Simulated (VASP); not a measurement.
Input of a VASP 6.6.1 run:

INCAR

```
PREC = Accurate
ENCUT = 600
EDIFF = 1E-7
ISMEAR = -1
SIGMA = 0.1
LREAL = False
LASPH = True
NELM = 120
ALGO = Normal
ISIF = 3
LWAVE = False
LCHARG = False
GGA = PS
IBRION = 2
NSW = 80
EDIFFG = -0.01
PSTRESS = 400.0
GGA_COMPAT = False
NELMIN = 4
```

Contents of KPOINTS:

```
regular mesh
0
Gamma
  10 10 10
```

POSCAR

```
Mg
1.0
   -1.8000000000      1.8000000000      1.8000000000
    1.8000000000     -1.8000000000      1.8000000000
    1.8000000000      1.8000000000     -1.8000000000
Mg
1
Direct
    0.0000000000      0.0000000000      0.0000000000
```

Potentials or basis: VASP PAW PBE potentials, release 64 (Mg).

Run with:

```console
$ cat potpaw_PBE.64/Mg/POTCAR > POTCAR
$ mpirun -np 1 vasp_std > vasp.out
```

(1) What does it give for the relaxed cell?

(2) What does it give for the relaxed volume?

(3) Predict the band gap on the k mesh.

(4) Predict the space group after relaxing (to 0.1 Å).

Results:

(1) a = 2.652 Å, b = 2.652 Å, c = 2.652 Å, α = 109.47°, β = 109.47°, γ = 109.47°.

(2) 14.37 Å³/atom.

(3) zero (bands 1 and 2 overlap by 4.88 eV).

(4) Im-3m (No. 229).

Caveat: the cell is relaxed towards a set pressure, so the run minimises the enthalpy, not the energy; the volume moved by over 15 % at a fixed basis, so the end points are rough; the PAW data sets were made with another functional, which shifts forces and pressure a little.
